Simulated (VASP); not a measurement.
Crystal: TiO2.

```
Ti O
1.0
     4.59984    0.00000    0.00000
     0.00000    4.59984    0.00000
     0.00000    0.00000    2.95921
Ti O
2 4
Direct
  0.00000 0.00000 0.50000
  0.50000 0.50000 0.00000
  0.30432 0.30432 0.50000
  0.19568 0.80432 0.00000
  0.80432 0.19568 0.00000
  0.69568 0.69568 0.50000
```

- Program: VASP 6.6.1
- Task: relaxation of cell and atoms
- Functional: PBEsol
- Potentials or basis: VASP PAW PBE potentials, release 64 (Ti_sv, O)
- Cutoff: 600 eV
- k mesh: 6 × 6 × 9
- Occupations: fermi-dirac, width 0.05 eV
- Spin: no spin polarisation
- Hubbard terms: Ti d U = 6.0 eV

At the start: pressure 9.2 GPa; volume 10.44 Å³/atom.

Question: Where does the relaxation end?

Answer: Over 6 steps the energy falls by 11.8 meV/atom and the volume is 10.80 Å³/atom (+3.5 %); space group P4_2/mnm (No. 136, to 0.1 Å) before and after.

Step by step:
| step | energy change (eV) | largest force (eV/Å) | pressure (GPa) | volume (Å³) |
| --- | --- | --- | --- | --- |
| 1 | 0.0000 | 0.1288 | 9.17 | 62.61 |
| 2 | 0.0599 | 0.3671 | -10.99 | 68.17 |
| 3 | -0.0684 | 0.1175 | -0.26 | 64.88 |
| 4 | -0.0684 | 0.1134 | -0.13 | 64.84 |
| 5 | -0.0706 | 0.0214 | 0.01 | 64.83 |
| 6 | -0.0708 | 0.0066 | 0.01 | 64.83 |

Final structure:
```yaml
crystal:
  lattice:
    - [4.63351, 0.00000, 0.00000]
    - [0.00000, 4.63351, 0.00000]
    - [0.00000, 0.00000, 3.01956]
  atoms:
    - { symbol: Ti, position: [0.00000, 0.00000, 0.50000] }
    - { symbol: Ti, position: [0.50000, 0.50000, 0.00000] }
    - { symbol: O, position: [0.30486, 0.30486, 0.50000] }
    - { symbol: O, position: [0.19514, 0.80486, 0.00000] }
    - { symbol: O, position: [0.80486, 0.19514, 0.00000] }
    - { symbol: O, position: [0.69514, 0.69514, 0.50000] }
```

Caveat: the PAW data sets were made with another functional, which shifts forces and pressure a little.
